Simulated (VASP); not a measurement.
Input of a VASP 6.6.1 run:

Contents of INCAR:

```
ALGO = Normal
EDIFF = 1E-6
ENCUT = 520
GGA = PE
ISIF = 2
ISMEAR = 0
LASPH = True
LCHARG = False
LREAL = False
LWAVE = False
NBANDS = 41
NELM = 60
PREC = Accurate
SIGMA = 0.1
```

Contents of KPOINTS:

```
k-points
0
Gamma
  6 6 2
```

Contents of POSCAR:

```
TaNb3F2
1.0
    3.0917900100      0.0000000000      0.0000000000
    0.0000000000      3.0917900100      0.0000000000
    0.0000000000      0.0000000000     11.5051676800
Ta Nb F
1 3 2
Direct
    0.0000000000      0.0000000000      0.0000000000
    0.0000000000      0.0000000000      0.6647679800
    0.0000000000      0.0000000000      0.3352320200
    0.5000000000      0.5000000000      0.5000000000
    0.5000000000      0.5000000000      0.8681410000
    0.5000000000      0.5000000000      0.1318590000
```

Potentials or basis: VASP PAW PBE potentials, release 64 (Ta_pv, Nb_sv, F).

The run is started by

```console
$ cat potpaw_PBE.64/Ta_pv/POTCAR potpaw_PBE.64/Nb_sv/POTCAR potpaw_PBE.64/F/POTCAR > POTCAR
$ mpirun -np 1 vasp_std > vasp.out
```

Question: Estimate the largest force.

Answer: 0.677 eV/Å.

Question: Estimate the pressure.

Answer: -11.5 GPa.

Forces on the atoms (eV/Å):
```
Ta   0.000  0.000  0.000
Nb   0.000  0.000 -0.586
Nb   0.000  0.000  0.586
Nb   0.000  0.000  0.000
F    0.000  0.000  0.677
F    0.000  0.000 -0.677
```
